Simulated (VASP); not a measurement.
Runs of VASP 6.6.1 on MgO (Periclase). The structure is that of space group Fm-3m (No. 225), or close to it. The cells are those of the table. 

| cell | gap on the mesh (eV) | pressure (GPa) |
| --- | --- | --- |
| a = 2.987, b = 2.987, c = 2.992 Å, angles 59.9, 59.9, 60.1°, 2 atoms | (c) | 2.0 |
| a = 2.972, b = 2.972, c = 2.962 Å, angles 60.1, 60.1, 59.8°, 2 atoms | (b) | 5.4 |
| a = 2.977, b = 2.977, c = 2.972 Å, angles 60.1, 60.1, 59.9°, 2 atoms | 4.75 | 4.2 |
| a = 2.997, b = 2.997, c = 3.012 Å, angles 59.8, 59.8, 60.3°, 2 atoms | 4.49 | -0.1 |
| a = 2.992, b = 2.992, c = 3.002 Å, angles 59.9, 59.9, 60.2°, 2 atoms | 4.56 | 1.0 |
| a = 2.967, b = 2.967, c = 2.952 Å, angles 60.2, 60.2, 59.7°, 2 atoms | 4.88 | (a) |

Alike in all rows: task single point; level PBE; potentials or basis VASP PAW PBE potentials, release 64 (Mg, O); no spin polarisation; k mesh 8 × 8 × 8; cutoff (eV) 600; smearing gaussian 0.02 eV.

Estimate the missing entries.

(a) 6.6; (b) 4.81; (c) 4.63.

